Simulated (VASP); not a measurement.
# Li (Fm-3m) in VASP: notebook

The runs below take Li through single point, relaxation of volume and atoms at fixed shape, with PBEsol.

All numbers are computed with VASP 6.6.1; they aren't measurements. Logs are shortened: lines on timing, memory, paths and dates and some standing lists are left out, and cuts for length are marked.

## Step 1: The cell of the first run

It takes space group Fm-3m (No. 225, cubic). Conventional cell: a = 4.324 Å, b = 4.324 Å, c = 4.324 Å, α = 90.00°, β = 90.00°, γ = 90.00°. Li (site symmetry m-3m) has 12 Li at 3.06 Å within 4.0 Å.

This isn't the form of Li at room conditions, which is bcc.

## Step 2: Single point, PBEsol

INCAR

```
ALGO = Normal
EDIFF = 1E-6
ENCUT = 750
GGA = PS
GGA_COMPAT = F
ISIF = 2
ISMEAR = -1
LASPH = T
LCHARG = F
LREAL = F
LWAVE = F
NBANDS = 8
NELM = 120
PREC = Accurate
SIGMA = 0.1
```

KPOINTS

```
k-points
0
Gamma
  8 8 8
```

POSCAR

```
Li
1.0
    0.0000000000      2.1622312861      2.1622312861
    2.1622312861      0.0000000000      2.1622312861
    2.1622312861      2.1622312861      0.0000000000
Li
1
Direct
    0.0000000000      0.0000000000      0.0000000000
```

Potentials or basis: VASP PAW PBE potentials, release 64 (Li_sv).

Started as:

```
cat potpaw_PBE.64/Li_sv/POTCAR > POTCAR
mpirun -np 1 vasp_std > vasp.out
```

OUTCAR:

```text
EDIFF = 1E-6
   ENCUT = 750
   GGA = PS
   ISIF = 2
   ISMEAR = -1
   LASPH = T
   LREAL = F
   NELM = 120
   PREC = Accurate

 ion  position               nearest neighbor table
   1  0.000  0.000  0.000-

  LATTYP: Found a face centered cubic cell.
 ALAT       =     4.3244625722

  Lattice vectors:

 A1 = (   0.0000000000,   2.1622312861,   2.1622312861)
 A2 = (   2.1622312861,   0.0000000000,   2.1622312861)
 A3 = (   2.1622312861,   2.1622312861,   0.0000000000)

Analysis of symmetry for initial positions (statically):
=====================================================================
 Subroutine PRICEL returns:
 Original cell was already a primitive cell.

 Routine SETGRP: Setting up the symmetry group for a
 face centered cubic supercell.

 Subroutine GETGRP returns: Found 48 space group operations
 (whereof 48 operations were pure point group operations)
 out of a pool of 48 trial point group operations.

The static configuration has the point symmetry O_h .

Analysis of symmetry for dynamics (positions and initial velocities):
=====================================================================
 Subroutine PRICEL returns:
 Original cell was already a primitive cell.

 Routine SETGRP: Setting up the symmetry group for a
 face centered cubic supercell.

 Subroutine GETGRP returns: Found 48 space group operations
 (whereof 48 operations were pure point group operations)
 out of a pool of 48 trial point group operations.

The dynamic configuration has the point symmetry O_h .

 Subroutine INISYM returns: Found 48 space group operations
 (whereof 48 operations are pure point group operations),
 and found     1 'primitive' translations

----------------------------------------------------------------------------------------

                                     Primitive cell

  volume of cell :      20.2179

  direct lattice vectors                    reciprocal lattice vectors
     0.000000000  2.162231286  2.162231286    -0.231242607  0.231242607  0.231242607
     2.162231286  0.000000000  2.162231286     0.231242607 -0.231242607  0.231242607
     2.162231286  2.162231286  0.000000000     0.231242607  0.231242607 -0.231242607

  length of vectors
     3.057856810  3.057856810  3.057856810     0.400523945  0.400523945  0.400523945

  position of ions in fractional coordinates (direct lattice)
     0.000000000  0.000000000  0.000000000

[... 67 lines left out ...]
   ISTART =      0    job   : 0-new  1-cont  2-samecut
   ICHARG =      2    charge: 1-file 2-atom 10-const
   ISPIN  =      1    spin polarized calculation?
   LNONCOLLINEAR =      F non collinear calculations
   LSORBIT =      F    spin-orbit coupling
   LASPH  =      T    aspherical Exc in radial PAW
   ENCUT  =  750.0 eV  55.12 Ry    7.42 a.u.   6.83  6.83  6.83*2*pi/ulx,y,z
   NELM   =    120;   NELMIN=  2; NELMDL= -5     # of ELM steps
   EDIFF  = 0.1E-05   stopping-criterion for ELM
   LREAL  =      F    real-space projection
[... 7 lines left out ...]
   TEBEG  =    0.0;   TEEND  =   0.0 temperature during run
   PSTRESS=    0.0 pullay stress
   NELECT =       3.0000    total number of electrons
   NUPDOWN=      -1.0000    fix difference up-down
   EMIN   =  10.00;   EMAX   =-10.00  energy-range for DOS
   EFERMI =   0.00;   METHOD = LEGACY
   ISMEAR =    -1;   SIGMA  =   0.10  broadening in eV -4-tet -1-fermi 0-gaus
   EFERMI_NEDOS =   21; number of points for ismear=-14 and -15
   IALGO  =     38    algorithm
   IMIX   =      4    mixing-type and parameters
     AMIX     =   0.40;   BMIX     =  1.00
     AMIX_MAG =   1.60;   BMIX_MAG =  1.00
  volume/ion in A,a.u.               =      20.22       136.44
  Fermi-wavevector in a.u.,A,eV,Ry     =   0.866702  1.637829 10.220319  0.751172
  Thomas-Fermi vector in A             =   1.985129
   LORBIT       =      0    0 simple, 1 ext, 2 COOP (PROOUT), +10 PAW based schemes
   GGA     = PS    functional components
   LHFCALC =     F    Hartree Fock is set to
   AEXX    =    0.0000 exact exchange contribution
   IVDW    =     0    specifies the selected vdW correction
   LEPSILON=     F    determine dielectric tensor
   LRPA    =     F    only Hartree local field effects (RPA)
 non-spin polarized calculation
  energy-cutoff  :      750.00
  volume of cell :       20.22
 maximum number of plane-waves:       960
   NGX = 13   NGY = 13   NGZ = 13

 number of electron       2.9999999 magnetization

 Free energy of the ion-electron system (eV)
  ---------------------------------------------------
  ext. energy  EPLUGINS =         0.00000000
  ---------------------------------------------------
  free energy    TOTEN  =        -1.97142015 eV

  energy without entropy =       -1.95422038  energy(sigma->0) =       -1.96282027

 E-fermi :   0.5469     XC(G=0):  -7.0241

 val. band max:        0.4469746002   @ k =   0.3750   0.3750   0.0000
 cond. band min:       0.6147047181   @ k =   0.5000   0.0000   0.0000
 fundamental gap:      0.1677301179
 Fermi energy:         0.5468988137

 k-point     1 :       0.0000    0.0000    0.0000
  band No.  band energies     occupation
      1     -45.2654      2.00000
      2      -2.9366      2.00000
      3      15.0336      0.00000
      4      15.0336      0.00000
      5      15.0337      0.00000
      6      18.8809      0.00000
      7      18.8809      0.00000
      8      18.8809      0.00000
[... 243 lines left out ...]
 k-point    24 :      -0.3750    0.2500    0.1250
  band No.  band energies     occupation
      1     -45.2429      2.00000
      2       1.5969      0.00006
      3       3.8211      0.00000
      4       9.4001      0.00000
      5      10.8308      0.00000
      6      15.8978      0.00000
      7      19.7692      0.00000
      8      23.0378      0.00000

 [... further k-points ...]

------------------------ aborting loop because EDIFF is reached ----------------------------------------

  FORCE on cell =-STRESS in cart. coord.  units (eV):
  Direction    XX          YY          ZZ          XY          YZ          ZX
  --------------------------------------------------------------------------------------
  -------------------------------------------------------------------------------------
  Total       -0.0093715     -0.0093715     -0.0093715      0.0000000     -0.0000000      0.0000000
  in kB       -0.7426489     -0.7426489     -0.7426489      0.0000000     -0.0000000      0.0000000
  external PRESSURE =      -0.7426489 kB  Pullay stress =       0.0000000 kB

 VOLUME and BASIS-vectors are now :
 -----------------------------------------------------------------------------
  energy-cutoff  :      750.00
  volume of cell :       20.22
      direct lattice vectors                 reciprocal lattice vectors
     0.000000000  2.162231286  2.162231286    -0.231242607  0.231242607  0.231242607
     2.162231286  0.000000000  2.162231286     0.231242607 -0.231242607  0.231242607
     2.162231286  2.162231286  0.000000000     0.231242607  0.231242607 -0.231242607

 POSITION                                       TOTAL-FORCE (eV/Angst)
 -----------------------------------------------------------------------------------
      0.00000      0.00000      0.00000         0.000000      0.000000      0.000000
 -----------------------------------------------------------------------------------
    total drift:                               -0.000000     -0.000000     -0.000000

  FREE ENERGIE OF THE ION-ELECTRON SYSTEM (eV)
  ---------------------------------------------------
  free  energy   TOTEN  =        -1.9714201526 eV

  energy  without entropy=       -1.9542203803  energy(sigma->0) =       -1.96282027
```

stdout:

```text
POSCAR found type information on POSCAR Li
 POSCAR found :  1 types and       1 ions
 scaLAPACK will be used
 -----------------------------------------------------------------------------
|                                                                             |
|                                                                             |
|     You enforced a specific xc type in the INCAR file but a different       |
|     I HOPE YOU KNOW WHAT YOU ARE DOING!                                     |
|                                                                             |
 -----------------------------------------------------------------------------

 LDA part: xc-table for (Slater+PW92), standard interpolation
 POSCAR, INCAR and KPOINTS ok, starting setup
 FFT: planning ... GRIDC
 FFT: planning ... GRID_SOFT
 FFT: planning ... GRID
 WAVECAR not read
 entering main loop
```

It took 3.3 s on 1 thread of Intel Xeon 6975P-C (Granite Rapids), shared host; peak memory 0.14 GiB.

Results:

```yaml
Free_energy: -1.9714 eV
Pressure: -0.1 GPa
Band_gap_on_the_k_mesh: zero (an odd number of electrons rules out a gap without spin polarisation)
```

Caveat: the PAW data sets were made with another functional, which shifts forces and pressure a little.

## Step 3: Relaxation of volume and atoms at fixed shape, PBEsol

This run uses another cell than the first one, of 21.59 Å³/atom.

INCAR

```
SYSTEM = Li
ALGO     = Normal         ! electronic algorithm
EDIFF    = 1E-7           ! SCF threshold, eV
EDIFFG   = -0.02          ! ionic threshold
ENCUT    = 750            ! plane-wave cutoff, eV
GGA      = PS             ! functional
GGA_COMPAT= .FALSE.      
IBRION   = 2              ! ionic algorithm
ISIF     = 8              ! what is computed and relaxed
ISMEAR   = -1             ! smearing method
LASPH    = .TRUE.         ! aspherical terms in the spheres
LCHARG   = .FALSE.        ! write CHGCAR
LREAL    = .FALSE.        ! projectors in reciprocal space
LWAVE    = .FALSE.        ! write WAVECAR
NELM     = 120            ! most SCF steps
NELMIN   = 4            
NSW      = 80             ! ionic steps
PREC     = Accurate       ! precision mode
SIGMA    = 0.1            ! smearing width, eV
```

KPOINTS

```
k-points
0
G
  8 8 8
  0 0 0
```

POSCAR

```
Li
1.0
    0.0000000000      2.2100000000      2.2100000000
    2.2100000000      0.0000000000      2.2100000000
    2.2100000000      2.2100000000      0.0000000000
Li
1
Direct
    0.0000000000      0.0000000000      0.0000000000
```

Potentials or basis: VASP PAW PBE potentials, release 64 (Li_sv).

Started as:

```
cat potpaw_PBE.64/Li_sv/POTCAR > POTCAR
mpirun -np 1 vasp_std > vasp.out
```

OUTCAR:

```text
SYSTEM = Li
   EDIFF = 1E-7
   EDIFFG = -0.02
   ENCUT = 750
   GGA = PS
   IBRION = 2
   ISIF = 8
   ISMEAR = -1
   LASPH = .TRUE.
   LREAL = .FALSE.
   NELM = 120
   NELMIN = 4
   NSW = 80
   PREC = Accurate

 ion  position               nearest neighbor table
   1  0.000  0.000  0.000-

  LATTYP: Found a face centered cubic cell.
 ALAT       =     4.4200000000

  Lattice vectors:

 A1 = (   0.0000000000,   2.2100000000,   2.2100000000)
 A2 = (   2.2100000000,   0.0000000000,   2.2100000000)
 A3 = (   2.2100000000,   2.2100000000,   0.0000000000)

Analysis of symmetry for initial positions (statically):
=====================================================================
 Subroutine PRICEL returns:
 Original cell was already a primitive cell.

 Routine SETGRP: Setting up the symmetry group for a
 face centered cubic supercell.

 Subroutine GETGRP returns: Found 48 space group operations
 (whereof 48 operations were pure point group operations)
 out of a pool of 48 trial point group operations.
[... 167 lines left out ...]
  --------------------------------------------------------------------------------------
  -------------------------------------------------------------------------------------
  Total       -0.1180073     -0.1180073     -0.1180073     -0.0000000      0.0000000      0.0000000
  in kB       -8.7581558     -8.7581558     -8.7581558     -0.0000000      0.0000000      0.0000000
  external PRESSURE =      -8.7581558 kB  Pullay stress =       0.0000000 kB
[... 57 lines left out ...]
--------------------------------------- Ionic step        3  -------------------------------------------

 number of electron       2.9999999 magnetization

 Free energy of the ion-electron system (eV)
  ---------------------------------------------------
  ext. energy  EPLUGINS =         0.00000000
  ---------------------------------------------------
  free energy    TOTEN  =        -1.97224486 eV

  energy without entropy =       -1.95505427  energy(sigma->0) =       -1.96364956

 E-fermi :   0.5414     XC(G=0):  -7.0195

 val. band max:        0.4410447083   @ k =   0.3750   0.3750   0.0000
 cond. band min:       0.6103532977   @ k =   0.5000   0.0000   0.0000
 fundamental gap:      0.1693085894
 Fermi energy:         0.5414411242

 k-point     1 :       0.0000    0.0000    0.0000
  band No.  band energies     occupation
      1     -45.2739      2.00000
      2      -2.9398      2.00000
      3      15.0100      0.00000
      4      15.0100      0.00000
      5      15.0100      0.00000
[... 177 lines left out ...]
 k-point    24 :      -0.3750    0.2500    0.1250
  band No.  band energies     occupation
      1     -45.2516      2.00000
      2       1.5913      0.00006
      3       3.8098      0.00000
      4       9.3847      0.00000
      5      10.8095      0.00000

 [... further k-points ...]

------------------------ aborting loop because EDIFF is reached ----------------------------------------

  FORCE on cell =-STRESS in cart. coord.  units (eV):
  Direction    XX          YY          ZZ          XY          YZ          ZX
  --------------------------------------------------------------------------------------
  -------------------------------------------------------------------------------------
  Total       -0.0090964     -0.0090964     -0.0090964      0.0000000      0.0000000      0.0000000
  in kB       -0.7195201     -0.7195201     -0.7195201      0.0000000      0.0000000      0.0000000
  external PRESSURE =      -0.7195201 kB  Pullay stress =       0.0000000 kB
[... 16 lines left out ...]
  FREE ENERGIE OF THE ION-ELECTRON SYSTEM (eV)
  ---------------------------------------------------
  free  energy   TOTEN  =        -1.9722448592 eV

  energy  without entropy=       -1.9550542671  energy(sigma->0) =       -1.96364956

 reached required accuracy - stopping structural energy minimisation
```

OSZICAR:

```text
N       E                     dE             d eps       ncg     rms          rms(c)
DAV:   1     0.108549597645E+01    0.10855E+01   -0.86300E+02   290   0.512E+02
DAV:   2    -0.162015543529E+01   -0.27057E+01   -0.26965E+01   400   0.654E+01
DAV:   3    -0.196149339156E+01   -0.34134E+00   -0.33931E+00   370   0.138E+01
[... 23 lines left out ...]
DAV:   5    -0.197224058890E+01   -0.12236E-04   -0.87300E-05   310   0.115E-01    0.923E-03
DAV:   6    -0.197224480837E+01   -0.42195E-05   -0.53878E-06   345   0.221E-02    0.231E-03
DAV:   7    -0.197224464947E+01    0.15889E-06   -0.29148E-07   365   0.627E-03    0.277E-04
DAV:   8    -0.197224479929E+01   -0.14981E-06   -0.66645E-09   155   0.104E-03    0.962E-05
DAV:   9    -0.197224485915E+01   -0.59864E-07   -0.23584E-09   145   0.503E-04
   3 F= -.19722449E+01 E0= -.19636496E+01  d E =-.408455E-02
```

CONTCAR:

```text
Li
   1.00000000000000
     0.0000000000000000    2.1635627261540864    2.1635627261540864
     2.1635627261540864    0.0000000000000000    2.1635627261540864
     2.1635627261540864    2.1635627261540864    0.0000000000000000
  Li
     1
Direct
     0.0000000000000000    0.0000000000000000    0.0000000000000000

  0.00000000E+00  0.00000000E+00  0.00000000E+00
```

Run time: 8.3 s. Hardware: 1 thread of Intel Xeon 6975P-C (Granite Rapids), shared host; peak memory 0.14 GiB.

Results:

| Property | Result |
| --- | --- |
| Free energy | -1.9722 eV |
| Relaxed volume | 20.26 Å³/atom |
| Relaxed cell | a = 3.060 Å, b = 3.060 Å, c = 3.060 Å, α = 60.00°, β = 60.00°, γ = 60.00° |
| Space group after relaxing (to 0.1 Å) | Fm-3m (No. 225) |
| Energy gained by relaxing | 4.1 meV/atom |
| Ionic steps | 3 |
| Pressure after relaxing | -0.1 GPa |
| Band gap on the k mesh | zero (an odd number of electrons rules out a gap without spin polarisation) |

The path:
| step | energy change (eV) | largest force (eV/Å) | pressure (GPa) | volume (Å³) |
| --- | --- | --- | --- | --- |
| 1 | 0.0000 | 0.0000 | -0.88 | 21.59 |
| 2 | -0.0018 | 0.0000 | -0.67 | 21.22 |
| 3 | -0.0041 | 0.0000 | -0.07 | 20.26 |

Final structure:
```cif
data_structure
_symmetry_space_group_name_H-M 'P 1'
_symmetry_Int_Tables_number 1
_cell_length_a 3.0597
_cell_length_b 3.0597
_cell_length_c 3.0597
_cell_angle_alpha 60.000
_cell_angle_beta 60.000
_cell_angle_gamma 60.000
_cell_volume 20.26
loop_
_atom_site_label
_atom_site_type_symbol
_atom_site_fract_x
_atom_site_fract_y
_atom_site_fract_z
_atom_site_occupancy
Li1 Li 0.00000 0.00000 0.00000 1
```

Levels at points of the mesh, in eV from the Fermi level:
```csv
k point,band 1,band 2,band 3,band 4,band 5
"(0.00, 0.00, 0.00)",-45.82,-3.48,14.47,14.47,14.47
"(0.50, 0.00, 0.00)",-45.80,0.07,3.01,12.74,12.74
"(0.50, 0.50, 0.00)",-45.79,1.62,4.79,8.53,8.53
```

Caveat: the PAW data sets were made with another functional, which shifts forces and pressure a little.
